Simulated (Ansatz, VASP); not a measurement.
## Pt: VASP beside Ansatz

```xyz
2
Lattice="2.7252 0.0000 0.0000 -1.3626 2.3601 0.0000 0.0000 0.0000 5.0519" Properties=species:S:1:pos:R:3 pbc="T T T"
Pt    1.3626    0.7867    3.7890
Pt    0.0000    1.5734    1.2630
```

Change from the starting cell: engineering shear strain xy +0.0000, normal strain along z +0.0733.

Alike in both runs: task single point; functional PBEsol; k mesh 18 × 18 × 10; occupations gaussian, width 0.15 eV; no spin polarisation.

```csv
,VASP,Ansatz
version,VASP 6.6.1,Ansatz 0.2.0
potentials or method,"VASP PAW PBE potentials, release 64 (Pt), cutoff 520 eV","scalar-relativistic, plane waves, PAW"
valence electrons in the cell,20,36
```

Ansatz gave:

- gap on the k mesh at the Fermi level (eV): none
- pressure (GPa): -13.6
- traceless stress, the component that is largest in VASP (GPa): -6.81

Q: Estimate VASP's values.

A: gap on the k mesh at the Fermi level (eV): none; pressure (GPa): -14.0; traceless stress, the component that is largest in VASP (GPa): -6.89.

VASP's potentials were made for PBE, not for PBEsol. A gap of «none» marks a metal or a gap that the smearing closes. VASP's potentials hold 20 valence electrons a cell and Ansatz's 36, so a difference there can come from the potentials and not from the codes.

Spin-orbit coupling is off throughout.
